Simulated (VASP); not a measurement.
# AlN (F-43m) in VASP: single point with PBE

Aim: the single point of AlN with PBE.

Program: VASP 6.6.1. These are calculated values, not measurements. Logs are shortened: lines on timing, memory, paths and dates and some standing lists are left out, and cuts for length are marked.

### Step 1. The cell of the first run

Symmetry: F-43m, No. 216, cubic system. The conventional cell has a = 4.368 Å, b = 4.368 Å, c = 4.368 Å, α = 90.00°, β = 90.00°, γ = 90.00°. Al (site symmetry -43m) has 4 N at 1.89 Å within 2.5 Å. N (site symmetry -43m) has 4 Al at 1.89 Å within 2.5 Å.

### Step 2. Single point, PBE

The input, INCAR:

```
SYSTEM = AlN
  ALGO = Normal
  EDIFF = 1E-6
  ENCUT = 520
  GGA = PE
  ISIF = 2
  ISMEAR = 0
  LASPH = .True.
  LCHARG = .True.
  LELF = .True.
  LREAL = .False.
  LVHAR = .True.
  LWAVE = .False.
  NBANDS = 11
  NELM = 60
  PREC = Accurate
  SIGMA = 0.05
```

The input, KPOINTS:

```
k-points
0
Gamma
  10 10 10
  0 0 0
```

The input, POSCAR:

```
AlN
1.0
    0.0000000000      2.1839935596      2.1839935596
    2.1839935596      0.0000000000      2.1839935596
    2.1839935596      2.1839935596      0.0000000000
Al N
1 1
Direct
    0.0000000000      0.0000000000      0.0000000000
    0.7500000000      0.7500000000      0.7500000000
```

Potentials or basis: VASP PAW PBE potentials, release 64 (Al, N).

The run is started by

```sh
> cat potpaw_PBE.64/Al/POTCAR potpaw_PBE.64/N/POTCAR > POTCAR
> mpirun -np 1 vasp_std > vasp.out
```

OUTCAR:

```text
SYSTEM = AlN
   EDIFF = 1E-6
   ENCUT = 520
   GGA = PE
   ISIF = 2
   ISMEAR = 0
   LASPH = .True.
   LREAL = .False.
   NELM = 60
   PREC = Accurate

 ion  position               nearest neighbor table
   1  0.000  0.000  0.000-   2 1.89   2 1.89   2 1.89   2 1.89
   2  0.750  0.750  0.750-   1 1.89   1 1.89   1 1.89   1 1.89

  LATTYP: Found a face centered cubic cell.
 ALAT       =     4.3679871192

  Lattice vectors:

 A1 = (   0.0000000000,   2.1839935596,   2.1839935596)
 A2 = (   2.1839935596,   0.0000000000,   2.1839935596)
 A3 = (   2.1839935596,   2.1839935596,   0.0000000000)

Analysis of symmetry for initial positions (statically):
=====================================================================
 Subroutine PRICEL returns:
 Original cell was already a primitive cell.

 Routine SETGRP: Setting up the symmetry group for a
 face centered cubic supercell.

 Subroutine GETGRP returns: Found 24 space group operations
 (whereof 24 operations were pure point group operations)
 out of a pool of 48 trial point group operations.

The static configuration has the point symmetry T_d .

Analysis of symmetry for dynamics (positions and initial velocities):
=====================================================================
 Subroutine PRICEL returns:
 Original cell was already a primitive cell.

 Routine SETGRP: Setting up the symmetry group for a
 face centered cubic supercell.

 Subroutine GETGRP returns: Found 24 space group operations
 (whereof 24 operations were pure point group operations)
 out of a pool of 48 trial point group operations.

The dynamic configuration has the point symmetry T_d .

 Subroutine INISYM returns: Found 24 space group operations
 (whereof 24 operations are pure point group operations),
 and found     1 'primitive' translations

----------------------------------------------------------------------------------------

                                     Primitive cell

  volume of cell :      20.8345

  direct lattice vectors                    reciprocal lattice vectors
     0.000000000  2.183993560  2.183993560    -0.228938404  0.228938404  0.228938404
     2.183993560  0.000000000  2.183993560     0.228938404 -0.228938404  0.228938404
     2.183993560  2.183993560  0.000000000     0.228938404  0.228938404 -0.228938404

  length of vectors
     3.088633312  3.088633312  3.088633312     0.396532948  0.396532948  0.396532948

  position of ions in fractional coordinates (direct lattice)
     0.000000000  0.000000000  0.000000000
     0.750000000  0.750000000  0.750000000

[... 85 lines left out ...]
   TEBEG  =    0.0;   TEEND  =   0.0 temperature during run
   PSTRESS=    0.0 pullay stress
   NELECT =       8.0000    total number of electrons
   NUPDOWN=      -1.0000    fix difference up-down
   EMIN   =  10.00;   EMAX   =-10.00  energy-range for DOS
   EFERMI =   0.00;   METHOD = LEGACY
   ISMEAR =     0;   SIGMA  =   0.05  broadening in eV -4-tet -1-fermi 0-gaus
   EFERMI_NEDOS =   21; number of points for ismear=-14 and -15
   IALGO  =     38    algorithm
   IMIX   =      4    mixing-type and parameters
     AMIX     =   0.40;   BMIX     =  1.00
     AMIX_MAG =   1.60;   BMIX_MAG =  1.00
  volume/ion in A,a.u.               =      10.42        70.30
  Fermi-wavevector in a.u.,A,eV,Ry     =   1.189899  2.248583 19.263943  1.415860
  Thomas-Fermi vector in A             =   2.325996
   LORBIT       =      0    0 simple, 1 ext, 2 COOP (PROOUT), +10 PAW based schemes
   GGA     = PE    functional components
   LHFCALC =     F    Hartree Fock is set to
   AEXX    =    0.0000 exact exchange contribution
   IVDW    =     0    specifies the selected vdW correction
   LEPSILON=     F    determine dielectric tensor
   LRPA    =     F    only Hartree local field effects (RPA)
 non-spin polarized calculation
 Gauss-broadening in eV      SIGMA  =   0.05
  energy-cutoff  :      520.00
  volume of cell :       20.83
 maximum number of plane-waves:       571
   NGX = 11   NGY = 11   NGZ = 11

 number of electron       8.0000000 magnetization

 Free energy of the ion-electron system (eV)
  ---------------------------------------------------
  ext. energy  EPLUGINS =         0.00000000
  ---------------------------------------------------
  free energy    TOTEN  =       -14.84044915 eV

  energy without entropy =      -14.84044915  energy(sigma->0) =      -14.84044915

 E-fermi :   6.2496     XC(G=0): -10.9337

 val. band max:        5.9700149865   @ k =   0.0000   0.0000   0.0000
 cond. band min:       9.2877532420   @ k =   0.5000   0.5000   0.0000
 fundamental gap:      3.3177382555
 Fermi energy:         6.2496285630

 k-point     1 :       0.0000    0.0000    0.0000
  band No.  band energies     occupation
      1      -9.0107      2.00000
      2       5.9700      2.00000
      3       5.9700      2.00000
      4       5.9700      2.00000
      5      10.1659      0.00000
      6      18.5304      0.00000
      7      18.5304      0.00000
      8      18.5304      0.00000
      9      23.6587      0.00000
     10      23.6587      0.00000
     11      25.0606      0.00000
[... 309 lines left out ...]
 k-point    24 :       0.4000    0.3000    0.0000
  band No.  band energies     occupation
      1      -7.0039      2.00000
      2       1.8217      2.00000
      3       4.2689      2.00000
      4       4.5674      2.00000
      5      10.8859      0.00000
      6      15.5056      0.00000
      7      18.2228      0.00000
      8      20.5588      0.00000
      9      21.0687      0.00000
     10      27.2834      0.00000
     11      29.5348      0.00000

 [... further k-points ...]

------------------------ aborting loop because EDIFF is reached ----------------------------------------

  FORCE on cell =-STRESS in cart. coord.  units (eV):
  Direction    XX          YY          ZZ          XY          YZ          ZX
  --------------------------------------------------------------------------------------
  -------------------------------------------------------------------------------------
  Total        0.5960863      0.5960863      0.5960863      0.0000000      0.0000000     -0.0000000
  in kB       45.8390569     45.8390569     45.8390569      0.0000000      0.0000000     -0.0000000
  external PRESSURE =      45.8390569 kB  Pullay stress =       0.0000000 kB

 VOLUME and BASIS-vectors are now :
 -----------------------------------------------------------------------------
  energy-cutoff  :      520.00
  volume of cell :       20.83
      direct lattice vectors                 reciprocal lattice vectors
     0.000000000  2.183993560  2.183993560    -0.228938404  0.228938404  0.228938404
     2.183993560  0.000000000  2.183993560     0.228938404 -0.228938404  0.228938404
     2.183993560  2.183993560  0.000000000     0.228938404  0.228938404 -0.228938404

 POSITION                                       TOTAL-FORCE (eV/Angst)
 -----------------------------------------------------------------------------------
      0.00000      0.00000      0.00000         0.000000      0.000000      0.000000
      3.27599      3.27599      3.27599        -0.000000     -0.000000     -0.000000
 -----------------------------------------------------------------------------------
    total drift:                               -0.000000     -0.000000     -0.000000

  FREE ENERGIE OF THE ION-ELECTRON SYSTEM (eV)
  ---------------------------------------------------
  free  energy   TOTEN  =       -14.8404491541 eV

  energy  without entropy=      -14.8404491541  energy(sigma->0) =      -14.84044915
```

OSZICAR:

```text
N       E                     dE             d eps       ncg     rms          rms(c)
DAV:   1     0.858745092309E+01    0.85875E+01   -0.38688E+03  1066   0.606E+02
DAV:   2    -0.164501669216E+02   -0.25038E+02   -0.23996E+02  1227   0.134E+02
DAV:   3    -0.172170989739E+02   -0.76693E+00   -0.76598E+00  1273   0.221E+01
DAV:   4    -0.172209064183E+02   -0.38074E-02   -0.38072E-02  1171   0.169E+00
DAV:   5    -0.172209511091E+02   -0.44691E-04   -0.44691E-04  1259   0.178E-01    0.863E+00
DAV:   6    -0.148505243154E+02    0.23704E+01   -0.11857E+01  1226   0.173E+01    0.283E+00
DAV:   7    -0.148469349727E+02    0.35893E-02   -0.17160E-01  1154   0.323E+00    0.206E+00
DAV:   8    -0.148418441993E+02    0.50908E-02   -0.28423E-02  1121   0.159E+00    0.584E-01
DAV:   9    -0.148403930067E+02    0.14512E-02   -0.41611E-03  1232   0.382E-01    0.233E-01
DAV:  10    -0.148404362730E+02   -0.43266E-04   -0.41159E-04  1118   0.131E-01    0.215E-02
DAV:  11    -0.148404492649E+02   -0.12992E-04   -0.12413E-05  1217   0.265E-02    0.161E-02
DAV:  12    -0.148404491541E+02    0.11079E-06   -0.36897E-07   691   0.468E-03
   1 F= -.14840449E+02 E0= -.14840449E+02  d E =-.235244E-17
```

It took 5.1 s on 1 thread of Intel Xeon Platinum 8488C (Sapphire Rapids), shared host; peak memory 0.14 GiB.

Results:

```yaml
Free_energy: -14.8404 eV
Pressure: 4.6 GPa
Band_gap_on_the_k_mesh: 3.32 eV, indirect (least direct gap 4.20 eV)
```

A k mesh can miss the band edges. A hybrid or GW would open this gap; PBE tends to underestimate it.
